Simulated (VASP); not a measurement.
# P (R-3c) in VASP: further runs

Runs on P. Level: PBE. Tasks: single point, relaxation of cell and atoms.

Program: VASP 6.6.1. These are calculated values, not measurements. Logs are shortened: lines on timing, memory, paths and dates and some standing lists are left out, and cuts for length are marked.

### 1 The cell of the first run

Symmetry: R-3c, No. 167, trigonal system. The conventional cell has a = 5.430 Å, b = 5.430 Å, c = 13.932 Å, α = 90.00°, β = 90.00°, γ = 120.00°. Within 2.7 Å of P (site symmetry 32) lie 3 P at 2.02 Å. P (site symmetry -3) has 6 P at 2.07 Å within 2.7 Å. Within 2.7 Å of P (site symmetry 2) lie 3 P at 2.02 to 2.07 Å.

The cell was generated, and may not be a known phase.

### 2 Single point, PBE

Input file INCAR:

```
  PREC = Accurate
  ENCUT = 520
  EDIFF = 1E-7
  ISMEAR = 0
  SIGMA = 0.1
  LREAL = False
  LASPH = True
  NELM = 100
  ALGO = Normal
  ISIF = 2
  LWAVE = False
  LCHARG = True
  GGA = PE
  LELF = True
  LVHAR = True
  NBANDS = 36
```

Input file KPOINTS:

```
Automatic mesh
0
Gamma
  6 6 6
```

Input file POSCAR:

```
P
1.0
    2.7151185200      1.5675744100      4.6441029400
   -2.7151185200      1.5675744100      4.6441029400
    0.0000000000     -3.1351488200      4.6441029400
P
10
Direct
    0.7500000000      0.7500000000      0.7500000000
    0.2500000000      0.2500000000      0.2500000000
    0.0000000000      0.0000000000      0.0000000000
    0.5000000000      0.5000000000      0.5000000000
    0.1228158600      0.3771841400      0.7500000000
    0.7500000000      0.1228158600      0.3771841400
    0.3771841400      0.7500000000      0.1228158600
    0.2500000000      0.8771841400      0.6228158600
    0.8771841400      0.6228158600      0.2500000000
    0.6228158600      0.2500000000      0.8771841400
```

Potentials or basis: VASP PAW PBE potentials, release 64 (P).

On the command line:

```sh
> cat potpaw_PBE.64/P/POTCAR > POTCAR
> mpirun -np 1 vasp_std > vasp.out
```

OUTCAR:

```text
PREC = Accurate
   ENCUT = 520
   EDIFF = 1E-7
   ISMEAR = 0
   LREAL = False
   LASPH = True
   NELM = 100
   ISIF = 2
   GGA = PE

 ion  position               nearest neighbor table
   1  0.750  0.750  0.750-   5 2.02   6 2.02   7 2.02  10 2.89   8 2.89  10 2.89   8 2.89   9 2.89
                             9 2.89
   2  0.250  0.250  0.250-   9 2.02   8 2.02  10 2.02   6 2.89   7 2.89   7 2.89   6 2.89   5 2.89
                             5 2.89
   3  0.000  0.000  0.000-   7 2.07  10 2.07   8 2.07   6 2.07   9 2.07   5 2.07
   4  0.500  0.500  0.500-   6 2.07   8 2.07   7 2.07  10 2.07   9 2.07   5 2.07
   5  0.123  0.377  0.750-   1 2.02   3 2.07   4 2.07  10 2.89   8 2.89   8 2.89  10 2.89   2 2.89
                             2 2.89
   6  0.750  0.123  0.377-   1 2.02   4 2.07   3 2.07   9 2.89   2 2.89   2 2.89   9 2.89  10 2.89
                            10 2.89
   7  0.377  0.750  0.123-   1 2.02   3 2.07   4 2.07   2 2.89   9 2.89   2 2.89   9 2.89   8 2.89
                             8 2.89
   8  0.250  0.877  0.623-   2 2.02   4 2.07   3 2.07   1 2.89   5 2.89   5 2.89   1 2.89   7 2.89
                             7 2.89
   9  0.877  0.623  0.250-   2 2.02   3 2.07   4 2.07   6 2.89   7 2.89   6 2.89   7 2.89   1 2.89
                             1 2.89
  10  0.623  0.250  0.877-   2 2.02   3 2.07   4 2.07   1 2.89   5 2.89   1 2.89   5 2.89   6 2.89
                             6 2.89

  LATTYP: Found a trigonal (rhomboedric) cell.
 ALAT       =     5.6032892327
 COS(alpha) =     0.5304071247

  Lattice vectors:

 A1 = (   2.7151185200,   1.5675744100,   4.6441029400)
 A2 = (  -2.7151185200,   1.5675744100,   4.6441029400)
 A3 = (   0.0000000000,  -3.1351488200,   4.6441029400)

Analysis of symmetry for initial positions (statically):
=====================================================================
 Subroutine PRICEL returns:
 Original cell was already a primitive cell.

 Routine SETGRP: Setting up the symmetry group for a
 trigonal (rhombohedral) supercell.

 Subroutine GETGRP returns: Found 12 space group operations
 (whereof  6 operations were pure point group operations)
 out of a pool of 12 trial point group operations.

The static configuration has the point symmetry S_6 .
 The point group associated with its full space group is D_3d.

Analysis of symmetry for dynamics (positions and initial velocities):
=====================================================================
 Subroutine PRICEL returns:
 Original cell was already a primitive cell.

 Routine SETGRP: Setting up the symmetry group for a
 trigonal (rhombohedral) supercell.

 Subroutine GETGRP returns: Found 12 space group operations
 (whereof  6 operations were pure point group operations)
 out of a pool of 12 trial point group operations.

The dynamic configuration has the point symmetry S_6 .
 The point group associated with its full space group is D_3d.

 Subroutine INISYM returns: Found 12 space group operations
 (whereof  6 operations are pure point group operations),
 and found     1 'primitive' translations

----------------------------------------------------------------------------------------

                                     Primitive cell

  volume of cell :     118.5960

  direct lattice vectors                    reciprocal lattice vectors
     2.715118520  1.567574410  4.644102940     0.184154024  0.106321375  0.071775613
    -2.715118520  1.567574410  4.644102940    -0.184154024  0.106321375  0.071775613
     0.000000000 -3.135148820  4.644102940     0.000000000 -0.212642750  0.071775613

  length of vectors
     5.603289233  5.603289233  5.603289234     0.224429672  0.224429672  0.224429672

  position of ions in fractional coordinates (direct lattice)
     0.750000000  0.750000000  0.750000000
     0.250000000  0.250000000  0.250000000
     0.000000000  0.000000000  0.000000000
     0.500000000  0.500000000  0.500000000
     0.122815860  0.377184140  0.750000000
     0.750000000  0.122815860  0.377184140
     0.377184140  0.750000000  0.122815860
     0.250000000  0.877184140  0.622815860
     0.877184140  0.622815860  0.250000000
     0.622815860  0.250000000  0.877184140

  ion indices of the primitive-cell ions
   primitive index   ion index
                 1           1
                 2           2
                 3           3
                 4           4
                 5           5
                 6           6
                 7           7
                 8           8
                 9           9
                10          10

----------------------------------------------------------------------------------------

 KPOINTS: Automatic mesh

Automatic generation of k-mesh.
 Grid dimensions read from file:
 generate k-points for:    6    6    6

 Generating k-lattice:

  Cartesian coordinates                     Fractional coordinates (reciprocal lattice)
[... 40 lines left out ...]
   LNONCOLLINEAR =      F non collinear calculations
   LSORBIT =      F    spin-orbit coupling
   LASPH  =      T    aspherical Exc in radial PAW
   ENCUT  =  520.0 eV  38.22 Ry    6.18 a.u.  10.42 10.42 10.42*2*pi/ulx,y,z
   NELM   =    100;   NELMIN=  2; NELMDL= -5     # of ELM steps
   EDIFF  = 0.1E-06   stopping-criterion for ELM
   LREAL  =      F    real-space projection
   EDIFFG = 0.1E-05   stopping-criterion for IOM
   NSW    =      0    number of steps for IOM
   IBRION =     -1    ionic relax: 0-MD 1-quasi-New 2-CG
   NFREE  =      0    steps in history (QN), initial steepest desc. (CG)
   ISIF   =      2    stress and relaxation
   ISYM   =      2    0-nonsym 1-usesym 2-fastsym
   POTIM  = 0.5000    time-step for ionic-motion
   TEBEG  =    0.0;   TEEND  =   0.0 temperature during run
   PSTRESS=    0.0 pullay stress
   NELECT =      50.0000    total number of electrons
   NUPDOWN=      -1.0000    fix difference up-down
   EMIN   =  10.00;   EMAX   =-10.00  energy-range for DOS
   EFERMI =   0.00;   METHOD = LEGACY
   ISMEAR =     0;   SIGMA  =   0.10  broadening in eV -4-tet -1-fermi 0-gaus
   EFERMI_NEDOS =   21; number of points for ismear=-14 and -15
   IALGO  =     38    algorithm
   IMIX   =      4    mixing-type and parameters
     AMIX     =   0.40;   BMIX     =  1.00
     AMIX_MAG =   1.60;   BMIX_MAG =  1.00
  volume/ion in A,a.u.               =      11.86        80.03
  Fermi-wavevector in a.u.,A,eV,Ry     =   1.227556  2.319745 20.502550  1.506895
  Thomas-Fermi vector in A             =   2.362515
   LORBIT       =      0    0 simple, 1 ext, 2 COOP (PROOUT), +10 PAW based schemes
   GGA     = PE    functional components
   LHFCALC =     F    Hartree Fock is set to
   AEXX    =    0.0000 exact exchange contribution
   IVDW    =     0    specifies the selected vdW correction
   LEPSILON=     F    determine dielectric tensor
   LRPA    =     F    only Hartree local field effects (RPA)
 non-spin polarized calculation
 Gauss-broadening in eV      SIGMA  =   0.10
  energy-cutoff  :      520.00
  volume of cell :      118.60
 maximum number of plane-waves:      3221
 NGX is ok and might be reduce to    42
   NGX = 21   NGY = 21   NGZ = 21

 number of electron      49.9999998 magnetization

 Free energy of the ion-electron system (eV)
  ---------------------------------------------------
  ext. energy  EPLUGINS =         0.00000000
  ---------------------------------------------------
  free energy    TOTEN  =       -41.58174560 eV

  energy without entropy =      -41.56390762  energy(sigma->0) =      -41.57282661

 E-fermi :  12.7434     XC(G=0): -12.1600

 val. band max:       12.7371323476   @ k =  -0.1667   0.5000   0.1667
 cond. band min:      12.7482064028   @ k =   0.5000   0.3333   0.1667
 fundamental gap:      0.0110740552
 Fermi energy:        12.7434453664

 k-point     1 :       0.0000    0.0000    0.0000
  band No.  band energies     occupation
      1      -6.6077      2.00000
      2      -2.4815      2.00000
      3      -1.5110      2.00000
      4      -0.3774      2.00000
      5      -0.3774      2.00000
      6       0.1469      2.00000
[... 28 lines left out ...]
     35      16.4104      0.00000
     36      17.1192      0.00000
[... 866 lines left out ...]
      6      -0.3110      2.00000
[... 28 lines left out ...]
     35      17.4625      0.00000
     36      18.0474      0.00000

 [... further k-points ...]

------------------------ aborting loop because EDIFF is reached ----------------------------------------

  FORCE on cell =-STRESS in cart. coord.  units (eV):
  Direction    XX          YY          ZZ          XY          YZ          ZX
  --------------------------------------------------------------------------------------
  -------------------------------------------------------------------------------------
  Total       44.7573377     44.7573378     35.3141722      0.0000000     -0.0000000      0.0000000
  in kB      604.6510104    604.6510116    477.0781951      0.0000000     -0.0000000      0.0000000
  external PRESSURE =     562.1267390 kB  Pullay stress =       0.0000000 kB

 VOLUME and BASIS-vectors are now :
 -----------------------------------------------------------------------------
  energy-cutoff  :      520.00
  volume of cell :      118.60
      direct lattice vectors                 reciprocal lattice vectors
     2.715118520  1.567574410  4.644102940     0.184154024  0.106321375  0.071775613
    -2.715118520  1.567574410  4.644102940    -0.184154024  0.106321375  0.071775613
     0.000000000 -3.135148820  4.644102940     0.000000000 -0.212642750  0.071775613

 POSITION                                       TOTAL-FORCE (eV/Angst)
 -----------------------------------------------------------------------------------
      0.00000      0.00000     10.44923        -0.000000     -0.000000     -0.000000
      0.00000      0.00000      3.48308        -0.000000     -0.000000     -0.000000
      0.00000      0.00000      0.00000        -0.000000     -0.000000     -0.000000
      0.00000      0.00000      6.96615        -0.000000     -0.000000     -0.000000
     -0.69064     -1.56757      5.80513         0.236856     -0.000000      0.000000
      1.70288      0.18568      5.80513        -0.118428      0.205123     -0.000000
     -1.01224      1.38190      5.80513        -0.118428     -0.205123     -0.000000
     -1.70288     -0.18568      8.12718         0.118428     -0.205123     -0.000000
      0.69064      1.56757      8.12718        -0.236856     -0.000000      0.000000
      1.01224     -1.38190      8.12718         0.118428      0.205123     -0.000000
 -----------------------------------------------------------------------------------
    total drift:                               -0.000000     -0.000000     -0.000000

  FREE ENERGIE OF THE ION-ELECTRON SYSTEM (eV)
  ---------------------------------------------------
  free  energy   TOTEN  =       -41.5817456001 eV

  energy  without entropy=      -41.5639076163  energy(sigma->0) =      -41.57282661
```

Run time: 1.9 min. Hardware: 1 thread of Intel Xeon Platinum 8488C (Sapphire Rapids), shared host; peak memory 0.29 GiB.

Results:

```yaml
Free_energy: -41.5817 eV
Pressure: 56.2 GPa
Largest_force: 0.237 eV/Å
Band_gap_on_the_k_mesh: zero (bands 25 and 26 overlap by 1.91 eV)
```

Forces on the atoms (eV/Å):
```
P    0.000  0.000  0.000
P    0.000  0.000  0.000
P    0.000  0.000  0.000
P    0.000  0.000  0.000
P    0.237  0.000  0.000
P   -0.118  0.205  0.000
P   -0.118 -0.205  0.000
P    0.118 -0.205  0.000
P   -0.237  0.000  0.000
P    0.118  0.205  0.000
```

Levels at points of the mesh, in eV from the Fermi level:
```csv
k point,band 21,band 22,band 23,band 24,band 25,band 26,band 27,band 28,band 29,band 30
"(0.00, 0.00, 0.00)",-0.75,-0.75,-0.70,0.66,0.66,1.75,2.32,2.81,3.30,3.41
"(0.50, 0.00, 0.00)",-2.37,-2.37,-0.61,-0.61,0.21,0.21,0.56,0.56,1.91,1.91
"(0.50, 0.50, 0.00)",-3.66,-1.88,-1.72,-0.39,-0.24,0.59,1.18,1.67,2.22,2.46
"(0.50, 0.50, 0.50)",-2.97,-2.97,-1.26,-1.26,-1.26,-1.26,2.17,2.17,2.17,2.17
```

Caveat: the stress differs along the axes, from 48 to 60 GPa.

### 3 Single point, PBE

This run uses another cell than the first one, of 18.44 Å³/atom.

Input file INCAR:

```
SYSTEM = P
ALGO = Normal
EDIFF = 1E-6
ENCUT = 520
GGA = PE
ISIF = 2
ISMEAR = 0
LASPH = .True.
LCHARG = .False.
LREAL = .False.
LWAVE = .False.
NBANDS = 36
NELM = 80
PREC = Accurate
SIGMA = 0.1
```

Input file KPOINTS:

```
k-points
0
Gamma
  6 6 6
  0 0 0
```

Input file POSCAR:

```
P
1.0
    2.7864054739      1.6087319504      6.8567141544
   -2.7864054739      1.6087319504      6.8567141544
    0.0000000000     -3.2174639009      6.8567141544
P
10
Direct
    0.7500000000      0.7500000000      0.7500000000
    0.2500000000      0.2500000000      0.2500000000
    0.0000000000      0.0000000000      0.0000000000
    0.5000000000      0.5000000000      0.5000000000
    0.1356112593      0.3643887407      0.7500000000
    0.7500000000      0.1356112593      0.3643887407
    0.3643887407      0.7500000000      0.1356112593
    0.2500000000      0.8643887407      0.6356112593
    0.8643887407      0.6356112593      0.2500000000
    0.6356112593      0.2500000000      0.8643887407
```

Potentials or basis: VASP PAW PBE potentials, release 64 (P).

On the command line:

```sh
> cat potpaw_PBE.64/P/POTCAR > POTCAR
> mpirun -np 1 vasp_std > vasp.out
```

It took 4.5 min on 1 thread of Intel Xeon Platinum 8488C (Sapphire Rapids), shared host; peak memory 0.46 GiB.

Results (log left out):

| Quantity | Value |
| --- | --- |
| Free energy | -48.9822 eV |
| Pressure | -0.3 GPa |
| Largest force | 0.046 eV/Å |
| Band gap on the k mesh | zero (bands 25 and 26 overlap by 1.44 eV) |

Forces on the atoms (eV/Å):
```
P    0.000  0.000  0.000
P    0.000  0.000  0.000
P    0.000  0.000  0.000
P    0.000  0.000  0.000
P   -0.046  0.000  0.000
P    0.023 -0.040  0.000
P    0.023  0.040  0.000
P   -0.023  0.040  0.000
P    0.046  0.000  0.000
P   -0.023 -0.040  0.000
```

Stress tensor (GPa, compression positive):
```
-0.39  0.00  0.00
 0.00 -0.39  0.00
 0.00  0.00  0.01
```

Levels at points of the mesh, in eV from the Fermi level:
| k point | band 21 | band 22 | band 23 | band 24 | band 25 | band 26 | band 27 | band 28 | band 29 | band 30 |
| --- | --- | --- | --- | --- | --- | --- | --- | --- | --- | --- |
| (0.00, 0.00, 0.00) | -1.37 | -0.96 | -0.67 | 0.20 | 0.20 | 0.57 | 1.08 | 1.08 | 1.61 | 1.61 |
| (0.50, 0.00, 0.00) | -2.20 | -2.20 | -1.28 | -1.28 | -0.53 | -0.53 | 0.50 | 0.50 | 1.53 | 1.53 |
| (0.50, 0.50, 0.00) | -1.91 | -1.69 | -1.35 | -0.60 | 0.40 | 0.50 | 0.55 | 1.04 | 1.23 | 1.25 |
| (0.50, 0.50, 0.50) | -3.02 | -3.02 | 0.59 | 0.59 | 0.91 | 0.91 | 0.91 | 0.91 | 2.91 | 2.91 |

### 4 Relaxation of cell and atoms, PBE

Input file INCAR:

```
PREC = Accurate
ENCUT = 600
EDIFF = 1E-7
ISMEAR = 0
SIGMA = 0.1
LREAL = False
LASPH = True
NELM = 60
ALGO = Normal
ISIF = 3
LWAVE = False
LCHARG = False
GGA = PE
IBRION = 2
NSW = 90
EDIFFG = -0.04
```

Input file KPOINTS:

```
Automatic mesh
0
Gamma
  6 6 6
```

Input file POSCAR:

```
P
1.0
    2.7151185200      1.5675744100      4.6441029400
   -2.7151185200      1.5675744100      4.6441029400
    0.0000000000     -3.1351488200      4.6441029400
P
10
Direct
    0.7500000000      0.7500000000      0.7500000000
    0.2500000000      0.2500000000      0.2500000000
    0.0000000000      0.0000000000      0.0000000000
    0.5000000000      0.5000000000      0.5000000000
    0.1228158600      0.3771841400      0.7500000000
    0.7500000000      0.1228158600      0.3771841400
    0.3771841400      0.7500000000      0.1228158600
    0.2500000000      0.8771841400      0.6228158600
    0.8771841400      0.6228158600      0.2500000000
    0.6228158600      0.2500000000      0.8771841400
```

On the command line:

```sh
> cat potpaw_PBE.64/P/POTCAR > POTCAR
> mpirun -np 1 vasp_std > vasp.out
```

Wall time 36 min (1 thread of Intel Xeon Platinum 8488C (Sapphire Rapids), shared host); peak memory 0.37 GiB.

The run converged. Its results:

```yaml
Free_energy: -48.9620 eV
Relaxed_volume: 18.35 Å³/atom
Relaxed_cell: a = 7.537 Å, b = 7.537 Å, c = 7.537 Å, α = 43.42°, β = 43.42°, γ = 43.42°
Space_group_after_relaxing_to_0.1_Å: R-3c (No. 167)
Energy_gained_by_relaxing: 737.5 meV/atom
Ionic_steps: 23
Pressure_after_relaxing: 0.1 GPa
Largest_force_after_relaxing: 0.007 eV/Å
Band_gap_on_the_k_mesh: zero (bands 25 and 26 overlap by 1.38 eV)
```

Forces in eV/Å, atoms in the order of the input:
```
P    0.000  0.000  0.000
P    0.000  0.000  0.000
P    0.000  0.000  0.000
P    0.000  0.000  0.000
P   -0.007  0.000  0.000
P    0.003 -0.006  0.000
P    0.003  0.006  0.000
P   -0.003  0.006  0.000
P    0.007  0.000  0.000
P   -0.003 -0.006  0.000
```

Stress tensor (GPa, compression positive):
```
0.03 0.00 0.00
0.00 0.03 0.00
0.00 0.00 0.20
```

Step by step:
| step | energy change (eV) | largest force (eV/Å) | pressure (GPa) | volume (Å³) |
| --- | --- | --- | --- | --- |
| 1 | 0.0000 | 0.2364 | 56.23 | 118.60 |
| 2 | -4.5203 | 0.8840 | -10.50 | 205.25 |
| 3 | -6.0975 | 0.7169 | 0.84 | 164.95 |
| 4 | -6.0997 | 0.7279 | 0.05 | 166.58 |
| 5 | -6.2637 | 0.6290 | 0.04 | 167.80 |
| 6 | -6.6353 | 0.1419 | 1.52 | 171.38 |
| 7 | -5.0640 | 4.0252 | 12.28 | 178.11 |
| 8 | -6.6657 | 0.0212 | 1.88 | 171.97 |
| 9 | -6.6786 | 0.4049 | 3.21 | 173.28 |
| 10 | -6.6854 | 0.2348 | 2.68 | 172.81 |
| 11 | -6.7941 | 0.2903 | 0.62 | 180.85 |
| 12 | -6.8081 | 0.3658 | -0.50 | 186.05 |
| 13 | -6.8821 | 0.3614 | -0.65 | 187.18 |
| 14 | -7.0180 | 0.4343 | -0.71 | 190.12 |
| 15 | -7.0359 | 1.0412 | 0.18 | 194.04 |
| 16 | -7.0573 | 0.6880 | -0.40 | 192.05 |
| 17 | -7.1465 | 0.4296 | -1.20 | 192.17 |
| 18 | -7.2528 | 0.1830 | -3.03 | 192.39 |
| 19 | -7.3071 | 0.1771 | -2.35 | 189.85 |
| 20 | -7.3613 | 0.1687 | -1.00 | 185.38 |
| 21 | -7.3668 | 0.1669 | -0.35 | 183.44 |
| 22 | -7.3723 | 0.0988 | -0.17 | 183.47 |
| 23 | -7.3751 | 0.0067 | 0.09 | 183.50 |

Final structure:
```cif
data_structure
_symmetry_space_group_name_H-M 'P 1'
_symmetry_Int_Tables_number 1
_cell_length_a 7.5372
_cell_length_b 7.5372
_cell_length_c 7.5372
_cell_angle_alpha 43.419
_cell_angle_beta 43.419
_cell_angle_gamma 43.419
_cell_volume 183.50
loop_
_atom_site_label
_atom_site_type_symbol
_atom_site_fract_x
_atom_site_fract_y
_atom_site_fract_z
_atom_site_occupancy
P1 P 0.75000 0.75000 0.75000 1
P2 P 0.25000 0.25000 0.25000 1
P3 P 0.00000 0.00000 0.00000 1
P4 P 0.50000 0.50000 0.50000 1
P5 P 0.13443 0.36557 0.75000 1
P6 P 0.75000 0.13443 0.36557 1
P7 P 0.36557 0.75000 0.13443 1
P8 P 0.25000 0.86557 0.63443 1
P9 P 0.86557 0.63443 0.25000 1
P10 P 0.63443 0.25000 0.86557 1
```

Levels at points of the mesh, in eV from the Fermi level:
```
           k point  band 23  band 24  band 25  band 26  band 27  band 28
(0.00, 0.00, 0.00)    -0.63     0.23     0.23     0.59     1.02     1.02
(0.50, 0.00, 0.00)    -1.30    -1.30    -0.52    -0.52     0.50     0.50
(0.50, 0.50, 0.00)    -1.38    -0.60     0.39     0.53     0.58     1.07
(0.50, 0.50, 0.50)     0.62     0.62     0.86     0.86     0.86     0.86
```

Caveat: the volume moved by over 15 % at a fixed basis, so the end points are rough.

### 5 Overview

```tsv
task	cell	cutoff (eV)	gap on the mesh (eV)	pressure (GPa)	largest force (eV/Å)
single point	a = 5.603 Å, angles 58.0°, 10 atoms, atomic positions A	520	none	56.2	0.24
single point	a = 7.574 Å, angles 43.2°, 10 atoms, atomic positions B	520	none	-0.3	0.05
relaxation of cell and atoms	relaxed from a = 5.603 Å, angles 58.0°, 10 atoms, atomic positions A	600	none	0.1	0.01
```

Alike in all rows: level PBE; potentials or basis VASP PAW PBE potentials, release 64 (P); no spin polarisation; k mesh 6 × 6 × 6; smearing gaussian 0.1 eV.

Caveats: the stress differs along the axes, from 48 to 60 GPa (at least some runs); the volume moved by over 15 % at a fixed basis, so the end points are rough (at least some runs).

Absolute energies hang on the potentials; compare differences alone.

The gap in the log of VASP goes by the Fermi energy; the results here count the filled bands.